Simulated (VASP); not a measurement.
A run of VASP 6.6.1 is set up as follows.

Contents of INCAR:

```
PREC = Accurate
ENCUT = 520
EDIFF = 1E-6
ISMEAR = 0
SIGMA = 0.05
LREAL = F
LASPH = T
NELM = 100
ALGO = Normal
ISIF = 2
LWAVE = F
LCHARG = T
LELF = T
LVHAR = T
NBANDS = 17
```

KPOINTS

```
Automatic mesh
0
Gamma
  10 10 10
```

File POSCAR:

```
SnSe
1.0
    0.0000000000      3.4016563694      2.2110766401
    3.4016563694      0.0000000000      2.2110766401
    3.4016563694      3.4016563694      0.0000000000
Sn Se
1 1
Direct
    0.0000000000      0.0000000000      0.0000000000
    0.5000000000      0.5000000000      0.5000000000
```

Potentials or basis: VASP PAW LDA potentials, release 64 (Sn_d, Se).

The run is started by

```sh
$ cat potpaw_LDA.64/Sn_d/POTCAR potpaw_LDA.64/Se/POTCAR > POTCAR
$ mpirun -np 1 vasp_std > vasp.out
```

(1) Estimate the band gap on the k mesh.

(2) What does it give for the pressure?

Answers

(1) zero (bands 10 and 11 overlap by 1.75 eV).

(2) 29.6 GPa.

Caveat: the cell stands under pressure; spin-orbit coupling is left out, which moves the levels of the heavy elements.
